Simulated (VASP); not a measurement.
# CO2 (I-42d) in VASP: a series of runs

Runs on CO2. Level: PBE. Tasks: single point, relaxation of shape and atoms at fixed volume.

Program: VASP 6.6.1. These are calculated values, not measurements. Logs are shortened: lines on timing, memory, paths and dates and some standing lists are left out, and cuts for length are marked.

## Step 1: The cell of the first run

It takes space group I-42d (No. 122, tetragonal). Conventional cell: a = 3.965 Å, b = 3.965 Å, c = 5.983 Å, α = 90.00°, β = 90.00°, γ = 90.00°. Within 1.9 Å of C (site symmetry -4) lie 4 O at 1.40 Å. O (site symmetry 2) has 2 C at 1.40 Å within 1.9 Å.

## Step 2: Single point, PBE

Contents of INCAR:

```
  PREC = Accurate
  ENCUT = 910
  EDIFF = 1E-6
  ISMEAR = 0
  SIGMA = 0.05
  LREAL = False
  LASPH = True
  NELM = 120
  ALGO = Normal
  ISIF = 2
  LWAVE = False
  LCHARG = False
  GGA = PE
  NBANDS = 25
  GGA_COMPAT = False
```

Contents of KPOINTS:

```
Automatic mesh
0
Gamma
  10 10 10
  0.5 0.5 0.5
```

Contents of POSCAR:

```
CO2
1.0
   -1.9824135382      1.9824135382      2.9913663684
    1.9824135382     -1.9824135382      2.9913663684
    1.9824135382      1.9824135382     -2.9913663684
C O
2 4
Direct
    0.0000000000      0.0000000000      0.0000000000
    0.7500000000      0.2500000000      0.5000000000
    0.3750000000      0.2893122308      0.4143122308
    0.7106877692      0.1250000000      0.0856877692
    0.8750000000      0.9606877692      0.5856877692
    0.0393122308      0.6250000000      0.9143122308
```

Potentials or basis: VASP PAW PBE potentials, release 64 (C_h, O_h).

On the command line:

```sh
$ cat potpaw_PBE.64/C_h/POTCAR potpaw_PBE.64/O_h/POTCAR > POTCAR
$ mpirun -np 1 vasp_std > vasp.out
```

OUTCAR:

```text
PREC = Accurate
   ENCUT = 910
   EDIFF = 1E-6
   ISMEAR = 0
   LREAL = False
   LASPH = True
   NELM = 120
   ISIF = 2
   GGA = PE

 ion  position               nearest neighbor table
   1  0.000  0.000  0.000-   3 1.40   4 1.40   5 1.40   6 1.40
   2  0.750  0.250  0.500-   3 1.40   4 1.40   5 1.40   6 1.40
   3  0.375  0.289  0.414-   1 1.40   2 1.40
   4  0.711  0.125  0.086-   1 1.40   2 1.40
   5  0.875  0.961  0.586-   1 1.40   2 1.40
   6  0.039  0.625  0.914-   1 1.40   2 1.40

  LATTYP: Found a body centered tetragonal cell.
 ALAT       =     3.9648270764
 C/A-ratio  =     1.5089517453

  Lattice vectors:

 A1 = (  -1.9824135382,   1.9824135382,   2.9913663684)
 A2 = (   1.9824135382,  -1.9824135382,   2.9913663684)
 A3 = (   1.9824135382,   1.9824135382,  -2.9913663684)

Analysis of symmetry for initial positions (statically):
=====================================================================
 Subroutine PRICEL returns:
 Original cell was already a primitive cell.

 Routine SETGRP: Setting up the symmetry group for a
 body centered tetragonal supercell.

 Subroutine GETGRP returns: Found  8 space group operations
 (whereof  4 operations were pure point group operations)
 out of a pool of 16 trial point group operations.

The static configuration has the point symmetry S_4 .
 The point group associated with its full space group is D_2d.

Analysis of symmetry for dynamics (positions and initial velocities):
=====================================================================
 Subroutine PRICEL returns:
 Original cell was already a primitive cell.

 Routine SETGRP: Setting up the symmetry group for a
 body centered tetragonal supercell.

 Subroutine GETGRP returns: Found  8 space group operations
 (whereof  4 operations were pure point group operations)
 out of a pool of 16 trial point group operations.

The dynamic configuration has the point symmetry S_4 .
 The point group associated with its full space group is D_2d.

 Subroutine INISYM returns: Found  8 space group operations
 (whereof  4 operations are pure point group operations),
 and found     1 'primitive' translations

----------------------------------------------------------------------------------------

                                     Primitive cell

  volume of cell :      47.0238

  direct lattice vectors                    reciprocal lattice vectors
    -1.982413538  1.982413538  2.991366368     0.000000000  0.252217809  0.167147697
     1.982413538 -1.982413538  2.991366368     0.252217809  0.000000000  0.167147697
     1.982413538  1.982413538 -2.991366368     0.252217809  0.252217809  0.000000000

  length of vectors
     4.099780436  4.099780436  4.099780436     0.302575901  0.302575901  0.356689847

  position of ions in fractional coordinates (direct lattice)
     0.000000000  0.000000000  0.000000000
     0.750000000  0.250000000  0.500000000
     0.375000000  0.289312231  0.414312231
     0.710687769  0.125000000  0.085687769
     0.875000000  0.960687769  0.585687769
     0.039312231  0.625000000  0.914312231

  ion indices of the primitive-cell ions
   primitive index   ion index
                 1           1
                 2           2
                 3           3
                 4           4
                 5           5
                 6           6

----------------------------------------------------------------------------------------

 KPOINTS: Automatic mesh

Automatic generation of k-mesh.
 Grid dimensions read from file:
 generate k-points for:   10   10   10

 Generating k-lattice:

  Cartesian coordinates                     Fractional coordinates (reciprocal lattice)
     0.000000000  0.025221781  0.016714770     0.100000000 -0.000000000  0.000000000
     0.025221781  0.000000000  0.016714770    -0.000000000  0.100000000  0.000000000
     0.025221781  0.025221781  0.000000000     0.000000000  0.000000000  0.100000000

  Length of vectors
     0.030257590  0.030257590  0.035668985

  Shift w.r.t. Gamma in fractional coordinates (k-lattice)
     0.500000000  0.500000000  0.500000000

 Subroutine IBZKPT returns following result:
 ===========================================

 Found     99 irreducible k-points:

 Following reciprocal coordinates:
            Coordinates               Weight
  0.050000  0.050000  0.050000      8.000000
  0.150000  0.050000  0.050000     16.000000
  0.250000  0.050000  0.050000     16.000000
  0.350000  0.050000  0.050000     16.000000
  0.450000  0.050000  0.050000      8.000000
 -0.050000  0.050000  0.050000      4.000000
[... 16 lines left out ...]
 -0.050000  0.250000  0.050000      8.000000
  0.350000  0.350000  0.050000      8.000000
 [... further k-points ...]
   k-points           NKPTS =     99   k-points in BZ     NKDIM =     99   number of bands    NBANDS=     25
   number of dos      NEDOS =    301   number of ions     NIONS =      6
   total plane-waves  NPLWV =  64000
   dimension x,y,z NGX =    40 NGY =   40 NGZ =   40
   dimension x,y,z NGXF=    80 NGYF=   80 NGZF=   80
   ions per type =               2   4
   NGX,Y,Z   is equivalent  to a cutoff of  16.22, 16.22, 16.22 a.u.
   NGXF,Y,Z  is equivalent  to a cutoff of  32.44, 32.44, 32.44 a.u.
 SYSTEM =  unknown system
   PREC   = accura    normal or accurate (medium, high low for compatibility)
   ISTART =      0    job   : 0-new  1-cont  2-samecut
   ICHARG =      2    charge: 1-file 2-atom 10-const
   ISPIN  =      1    spin polarized calculation?
   LNONCOLLINEAR =      F non collinear calculations
   LSORBIT =      F    spin-orbit coupling
   LASPH  =      T    aspherical Exc in radial PAW
   ENCUT  =  910.0 eV  66.88 Ry    8.18 a.u.  10.08 10.08 10.08*2*pi/ulx,y,z
   NELM   =    120;   NELMIN=  2; NELMDL= -5     # of ELM steps
   EDIFF  = 0.1E-05   stopping-criterion for ELM
   LREAL  =      F    real-space projection
[... 7 lines left out ...]
   TEBEG  =    0.0;   TEEND  =   0.0 temperature during run
   PSTRESS=    0.0 pullay stress
   NELECT =      32.0000    total number of electrons
   NUPDOWN=      -1.0000    fix difference up-down
   EMIN   =  10.00;   EMAX   =-10.00  energy-range for DOS
   EFERMI =   0.00;   METHOD = LEGACY
   ISMEAR =     0;   SIGMA  =   0.05  broadening in eV -4-tet -1-fermi 0-gaus
   EFERMI_NEDOS =   21; number of points for ismear=-14 and -15
   IALGO  =     38    algorithm
   IMIX   =      4    mixing-type and parameters
     AMIX     =   0.40;   BMIX     =  1.00
     AMIX_MAG =   1.60;   BMIX_MAG =  1.00
  volume/ion in A,a.u.               =       7.84        52.89
  Fermi-wavevector in a.u.,A,eV,Ry     =   1.439966  2.721140 28.211693  2.073501
  Thomas-Fermi vector in A             =   2.558762
   LORBIT       =      0    0 simple, 1 ext, 2 COOP (PROOUT), +10 PAW based schemes
   GGA     = PE    functional components
   LHFCALC =     F    Hartree Fock is set to
   AEXX    =    0.0000 exact exchange contribution
   IVDW    =     0    specifies the selected vdW correction
   LEPSILON=     F    determine dielectric tensor
   LRPA    =     F    only Hartree local field effects (RPA)
 non-spin polarized calculation
 Gauss-broadening in eV      SIGMA  =   0.05
  energy-cutoff  :      910.00
  volume of cell :       47.02
 maximum number of plane-waves:      2982
   NGX = 21   NGY = 21   NGZ = 21

 number of electron      32.0000006 magnetization

 Free energy of the ion-electron system (eV)
  ---------------------------------------------------
  ext. energy  EPLUGINS =         0.00000000
  ---------------------------------------------------
  free energy    TOTEN  =       -43.69549325 eV

  energy without entropy =      -43.69549325  energy(sigma->0) =      -43.69549325

 E-fermi :   3.3437     XC(G=0): -11.0954

 val. band max:        3.0552307531   @ k =  -0.4500   0.4500   0.4500
 cond. band min:      10.7978577145   @ k =  -0.0500   0.0500   0.0500
 fundamental gap:      7.7426269614
 Fermi energy:         3.3436713449

 k-point     1 :       0.0500    0.0500    0.0500
  band No.  band energies     occupation
      1     -20.7511      2.00000
      2     -16.0878      2.00000
      3     -15.8473      2.00000
      4     -15.2481      2.00000
      5     -11.1384      2.00000
      6      -6.6426      2.00000
[... 17 lines left out ...]
     24      18.1451      0.00000
     25      18.3570      0.00000

 k-point     2 :       0.1500    0.0500    0.0500
  band No.  band energies     occupation
      1     -20.5657      2.00000
      2     -16.5098      2.00000
      3     -15.8893      2.00000
      4     -15.3818      2.00000
      5     -10.6660      2.00000
      6      -6.6924      2.00000
[... 17 lines left out ...]
     24      17.9742      0.00000
     25      18.3862      0.00000

 k-point     3 :       0.2500    0.0500    0.0500
  band No.  band energies     occupation
      1     -20.2859      2.00000
      2     -17.0824      2.00000
      3     -15.9329      2.00000
      4     -15.4823      2.00000
      5     -10.1494      2.00000
      6      -6.6884      2.00000
[... 17 lines left out ...]
     24      17.7507      0.00000
     25      18.1530      0.00000

 k-point     4 :       0.3500    0.0500    0.0500
  band No.  band energies     occupation
      1     -19.9844      2.00000
      2     -17.6028      2.00000
      3     -15.9610      2.00000
      4     -15.5502      2.00000
      5      -9.7701      2.00000
      6      -6.6482      2.00000
[... 17 lines left out ...]
     24      17.6188      0.00000
     25      17.9233      0.00000

 k-point     5 :       0.4500    0.0500    0.0500
  band No.  band energies     occupation
      1     -19.8342      2.00000
      2     -17.8320      2.00000
      3     -15.9700      2.00000
      4     -15.5756      2.00000
      5      -9.6336      2.00000
      6      -6.6226      2.00000
[... 17 lines left out ...]
     24      17.4136      0.00000
     25      18.0786      0.00000

 k-point     6 :      -0.0500    0.0500    0.0500
  band No.  band energies     occupation
      1     -20.8153      2.00000
      2     -15.9451      2.00000
      3     -15.8314      2.00000
      4     -15.1636      2.00000
      5     -11.3386      2.00000
      6      -6.5416      2.00000
[... 17 lines left out ...]
     24      18.1765      0.00000
     25      18.3132      0.00000
[... 393 lines left out ...]
 k-point    21 :      -0.2500    0.2500    0.0500
  band No.  band energies     occupation
      1     -20.3088      2.00000
      2     -17.0363      2.00000
      3     -15.9185      2.00000
      4     -15.4453      2.00000
      5     -10.2106      2.00000
      6      -7.1463      2.00000
[... 17 lines left out ...]
     24      17.6939      0.00000
     25      18.6332      0.00000

 k-point    22 :      -0.1500    0.2500    0.0500
  band No.  band energies     occupation
      1     -20.4215      2.00000
      2     -16.8338      2.00000
      3     -15.9153      2.00000
      4     -15.3878      2.00000
      5     -10.4171      2.00000
      6      -6.8254      2.00000
[... 17 lines left out ...]
     24      17.8667      0.00000
     25      18.4399      0.00000

 k-point    23 :      -0.0500    0.2500    0.0500
  band No.  band energies     occupation
      1     -20.4135      2.00000
      2     -16.8568      2.00000
      3     -15.9120      2.00000
      4     -15.4038      2.00000
      5     -10.3970      2.00000
      6      -6.5457      2.00000
[... 17 lines left out ...]
     24      17.7638      0.00000
     25      18.3201      0.00000

 k-point    24 :       0.3500    0.3500    0.0500
  band No.  band energies     occupation
      1     -19.1734      2.00000
      2     -18.5759      2.00000
      3     -15.9789      2.00000
      4     -15.7935      2.00000
      5      -8.6977      2.00000
      6      -7.8155      2.00000
[... 17 lines left out ...]
     24      17.6686      0.00000
     25      18.2167      0.00000

 [... further k-points ...]

------------------------ aborting loop because EDIFF is reached ----------------------------------------

  FORCE on cell =-STRESS in cart. coord.  units (eV):
  Direction    XX          YY          ZZ          XY          YZ          ZX
  --------------------------------------------------------------------------------------
  -------------------------------------------------------------------------------------
  Total       -0.1654184     -0.1654184     -0.1957680      0.0000000     -0.0000000      0.0000000
  in kB       -5.6360679     -5.6360679     -6.6701269      0.0000000     -0.0000000      0.0000000
  external PRESSURE =      -5.9807543 kB  Pullay stress =       0.0000000 kB

 VOLUME and BASIS-vectors are now :
 -----------------------------------------------------------------------------
  energy-cutoff  :      910.00
  volume of cell :       47.02
      direct lattice vectors                 reciprocal lattice vectors
    -1.982413538  1.982413538  2.991366368     0.000000000  0.252217809  0.167147697
     1.982413538 -1.982413538  2.991366368     0.252217809  0.000000000  0.167147697
     1.982413538  1.982413538 -2.991366368     0.252217809  0.252217809  0.000000000

 POSITION                                       TOTAL-FORCE (eV/Angst)
 -----------------------------------------------------------------------------------
      0.00000      0.00000      0.00000         0.000000     -0.000000      0.000000
      0.00000      1.98241      1.49568        -0.000000      0.000000      0.000000
      0.65147      0.99121      0.74784         0.008441      0.000000      0.000000
     -0.99121      1.33094      2.24352         0.000000     -0.008441     -0.000000
      1.33094      0.99121      3.73921        -0.008441      0.000000     -0.000000
      2.97362      0.65147     -0.74784         0.000000      0.008441      0.000000
 -----------------------------------------------------------------------------------
    total drift:                                0.000001      0.000001      0.000001

  FREE ENERGIE OF THE ION-ELECTRON SYSTEM (eV)
  ---------------------------------------------------
  free  energy   TOTEN  =       -43.6954932488 eV

  energy  without entropy=      -43.6954932488  energy(sigma->0) =      -43.69549325
```

Wall time 3.6 min (1 thread of Intel Xeon Platinum 8488C (Sapphire Rapids), shared host); peak memory 0.37 GiB.

What came out:

| Quantity | Value |
| --- | --- |
| Free energy | -43.6955 eV |
| Pressure | -0.6 GPa |
| Largest force | 0.008 eV/Å |
| Band gap on the k mesh | 7.74 eV (least direct gap 8.18 eV) |

Forces in eV/Å, atoms in the order of the input:
```
C    0.000  0.000  0.000
C    0.000  0.000  0.000
O    0.008  0.000  0.000
O    0.000 -0.008  0.000
O   -0.008  0.000  0.000
O    0.000  0.008  0.000
```

Levels at points of the mesh, in eV from the valence-band top:
```tsv
k point	band 12	band 13	band 14	band 15	band 16	band 17	band 18	band 19	band 20	band 21
(0.05, 0.05, 0.05)	-1.40	-1.15	-0.97	-0.90	-0.54	7.84	9.18	9.37	9.49	12.14
```

Caveat: a shifted mesh leaves out Γ, where band edges can lie.

## Step 3: Single point, PBE

Contents of INCAR:

```
ALGO = Normal
EDIFF = 1E-7
ENCUT = 520
GGA = PE
ISIF = 2
ISMEAR = 0
LASPH = T
LCHARG = F
LREAL = F
LWAVE = F
NBANDS = 25
NELM = 60
PREC = Accurate
SIGMA = 0.05
```

Contents of KPOINTS:

```
k-points
0
Gamma
  12 12 12
```

POSCAR is that of step 2.

Potentials or basis: VASP PAW PBE potentials, release 64 (C, O).

On the command line:

```sh
$ cat potpaw_PBE.64/C/POTCAR potpaw_PBE.64/O/POTCAR > POTCAR
$ mpirun -np 1 vasp_std > vasp.out
```

Wall time 91 s (1 thread of Intel Xeon 6975P-C (Granite Rapids), shared host); peak memory 0.26 GiB.

The run converged. Its results:

```yaml
Free_energy: -43.4285 eV
Pressure: 1.4 GPa
Largest_force: 0.077 eV/Å
Band_gap_on_the_k_mesh: 7.64 eV (least direct gap 8.09 eV)
```

Forces in eV/Å, atoms in the order of the input:
```
C    0.000  0.000  0.000
C    0.000  0.000  0.000
O    0.077  0.000  0.000
O    0.000 -0.077  0.000
O   -0.077  0.000  0.000
O    0.000  0.077  0.000
```

Stress tensor (GPa, compression positive):
```
1.47 0.00 0.00
0.00 1.47 0.00
0.00 0.00 1.20
```

Levels at points of the mesh, in eV from the valence-band top:
```tsv
k point	band 14	band 15	band 16	band 17	band 18	band 19
(0.00, 0.00, 0.00)	-0.88	-0.88	-0.44	7.64	9.09	9.20
(0.50, 0.00, 0.00)	-1.35	-0.41	0.00	8.19	9.40	9.54
(0.50, 0.50, 0.00)	-0.65	-0.50	-0.50	8.81	8.81	9.86
(0.50, 0.50, 0.50)	-2.82	-0.01	-0.01	8.88	8.88	10.56
```

A k mesh can miss the band edges.

## Step 4: Relaxation of shape and atoms at fixed volume, PBE (7.52 Å³/atom)

This run uses another cell than the first one, of 7.52 Å³/atom.

Contents of INCAR:

```
  PREC = Accurate
  ENCUT = 600
  EDIFF = 1E-6
  ISMEAR = 0
  SIGMA = 0.05
  LREAL = F
  LASPH = T
  NELM = 80
  ALGO = Normal
  ISIF = 4
  LWAVE = F
  LCHARG = F
  GGA = PE
  IBRION = 2
  NSW = 60
  EDIFFG = -0.01
```

Contents of KPOINTS:

```
regular mesh
0
Gamma
  10 10 10
```

Contents of POSCAR:

```
CO2
1.0
   -1.9518991825      1.9518991825      2.9622014156
    1.9518991825     -1.9518991825      2.9622014156
    1.9518991825      1.9518991825     -2.9622014156
C O
2 4
Direct
    0.0000000000      0.0000000000      0.0000000000
    0.7500000000      0.2500000000      0.5000000000
    0.3750000000      0.2926330172      0.4176330172
    0.7073669828      0.1250000000      0.0823669828
    0.8750000000      0.9573669828      0.5823669828
    0.0426330172      0.6250000000      0.9176330172
```

On the command line:

```sh
$ cat potpaw_PBE.64/C/POTCAR potpaw_PBE.64/O/POTCAR > POTCAR
$ mpirun -np 1 vasp_std > vasp.out
```

Wall time 95 s (1 thread of Intel Xeon 6975P-C (Granite Rapids), shared host); peak memory 0.22 GiB.

The run converged. Its results:

- Free energy: -43.4026 eV
- Energy gained by relaxing: 2.1 meV/atom
- Ionic steps: 5
- Pressure after relaxing: 6.3 GPa
- Band gap on the k mesh: 7.68 eV (least direct gap 8.06 eV)

The path:
```
step  energy change (eV)  largest force (eV/Å)  pressure (GPa)  volume (Å³)
   1              0.0000                0.3804            9.77        45.14
   2             -0.0108                0.0802            5.93        45.14
   3             -0.0114                0.0041            6.64        45.14
   4             -0.0121                0.0029            6.54        45.14
   5             -0.0128                0.0006            6.28        45.14
```

Final structure:
```
CELL_PARAMETERS angstrom
-1.94592 1.94592 2.98043
1.94592 -1.94592 2.98043
1.94592 1.94592 -2.98043
ATOMIC_POSITIONS crystal
C 0.00000 0.00000 0.00000
C 0.75000 0.25000 0.50000
O 0.37500 0.29712 0.42212
O 0.70288 0.12500 0.07788
O 0.87500 0.95288 0.57788
O 0.04712 0.62500 0.92212
```

Levels at points of the mesh, in eV from the valence-band top:
```csv
k point,band 13,band 14,band 15,band 16,band 17,band 18,band 19,band 20
"(0.00, 0.00, 0.00)",-1.33,-0.81,-0.81,-0.38,7.68,9.44,9.46,9.46
"(0.50, 0.00, 0.00)",-1.68,-1.39,-0.40,0.00,8.38,9.64,9.83,10.37
"(0.50, 0.50, 0.00)",-0.60,-0.60,-0.56,-0.56,9.07,9.07,10.02,10.02
"(0.50, 0.50, 0.50)",-2.85,-2.85,-0.03,-0.03,8.87,8.87,10.86,10.86
```

A k mesh can miss the band edges.

(Part 1 of 2 ends here.)
